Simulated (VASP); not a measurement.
The system is Ni.

```
Ni
1.0
     0.00000    1.73306    1.73306
     1.73306    0.00000    1.73306
     1.73306    1.73306    0.00000
Ni
1
Direct
  0.00000 0.00000 0.00000
```

Base run:

```yaml
Program: VASP 6.6.1
Functional: r2SCAN
Potentials_or_basis: VASP PAW PBE potentials, release 64 (Ni)
Cutoff: 520 eV
k_mesh: 12 × 12 × 12
Occupations: fermi-dirac, width 0.1 eV
Spin: no spin polarisation
```

Its results: band gap on the k mesh zero (band 5 reaches 9.81 eV, above the bottom of band 6 at 8.69 eV); pressure 0.5 GPa.

Q: After a change of settings the same cell gave: band gap on the k mesh zero (band 5 reaches 9.66 eV, above the bottom of band 6 at 8.51 eV); pressure 38.8 GPa. Which change was it?
A. k mesh from 12 × 12 × 12 to 25 × 25 × 25; further incar settings from ALGO = Normal; EDIFF = 1e-06; NBANDS = 11 to ALGO = Normal; EDIFF = 1e-07; NBANDS = 11
B. k mesh from 12 × 12 × 12 to 7 × 7 × 7; further incar settings from ALGO = Normal; EDIFF = 1e-06; NBANDS = 11 to ALGO = Normal; EDIFF = 1e-07; NBANDS = 11
C. k mesh from 12 × 12 × 12 to 22 × 22 × 22; further incar settings from ALGO = Normal; EDIFF = 1e-06; NBANDS = 11 to ALGO = Normal; EDIFF = 1e-07; NBANDS = 11
D. k mesh from 12 × 12 × 12 to 2 × 2 × 2

A: D.

Caveats: some runs use coarse meshes; the PAW data sets were made with another functional, which shifts forces and pressure a little; the run has no spin polarisation, though such a crystal can be magnetic.
